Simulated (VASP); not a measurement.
Write the native input for VASP 6.6.1 that does the following.

- Task: single point
- Functional: r2SCAN
- Potentials or basis: VASP PAW PBE potentials, release 64 (Ni, O)
- Cutoff: 520 eV
- k mesh: 12 × 12 × 4
- Occupations: gaussian, width 0.05 eV
- Spin: no spin polarisation
- Dipole correction: no
- Further INCAR settings: ALGO = Normal; EDIFF = 1e-07; NBANDS = 31

NiO2:

```
Ni O
1.0
     2.54120    0.00000    0.00000
    -1.27060    2.20075    0.00000
     0.00000    0.00000   12.23303
Ni O
2 4
Direct
  0.00000 0.00000 0.00000
  0.00000 0.00000 0.50000
  0.66667 0.33333 0.09159
  0.66667 0.33333 0.40841
  0.33333 0.66667 0.90841
  0.33333 0.66667 0.59159
```

This cell differs from its parent crystal: ratio of the length along z to the lengths across it x 1.3, volume and fractional coordinates fixed.

The input as run:

POSCAR

```
NiO2
1.0
    2.5412042705      0.0000000000      0.0000000000
   -1.2706021352      2.2007474544      0.0000000000
    0.0000000000      0.0000000000     12.2330270137
Ni O
2 4
Direct
    0.0000000000      0.0000000000      0.0000000000
    0.0000000000      0.0000000000      0.5000000000
    0.6666666667      0.3333333333      0.0915931262
    0.6666666667      0.3333333333      0.4084068738
    0.3333333333      0.6666666667      0.9084068738
    0.3333333333      0.6666666667      0.5915931262
```

INCAR.step1

```
PREC = Accurate ; ENCUT = 520
ISMEAR = 0 ; SIGMA = 0.05
LREAL = False ; LASPH = True
NELM = 80 ; NBANDS = 31
GGA = PE ; ALGO = Normal
EDIFF = 1E-4 ; LWAVE = True
LCHARG = False
```

INCAR.step2

```
PREC = Accurate ; ENCUT = 520
EDIFF = 1E-7 ; ISMEAR = 0
SIGMA = 0.05 ; LREAL = False
LASPH = True ; NELM = 80
ALGO = Normal ; ISIF = 2
LWAVE = False ; LCHARG = False
METAGGA = R2SCAN ; LMIXTAU = True
NBANDS = 31 ; ISTART = 1
```

KPOINTS

```
Automatic mesh
0
Gamma
  12 12 4
```

Potentials or basis: VASP PAW PBE potentials, release 64 (Ni, O).

Run with:

```console
$ cat potpaw_PBE.64/Ni/POTCAR potpaw_PBE.64/O/POTCAR > POTCAR
$ cp INCAR.step1 INCAR
$ mpirun -np 1 vasp_std > vasp.out
$ cp INCAR.step2 INCAR
$ mpirun -np 1 vasp_std > vasp.out
```

It gave:

```yaml
Pressure: 15.6 GPa
Largest_force: 1.362 eV/Å
Band_gap_on_the_k_mesh: 1.68 eV (least direct gap 1.82 eV)
```

Caveat: the stress differs along the axes, from -15 to 31 GPa; the PAW data sets were made with another functional, which shifts forces and pressure a little; the run has no spin polarisation, though such a crystal can be magnetic.

Run time: 4.9 min on 1 thread of Intel(R) Xeon(R) 6975P-C (Granite Rapids) (shared host), peak memory 0.25 GiB.
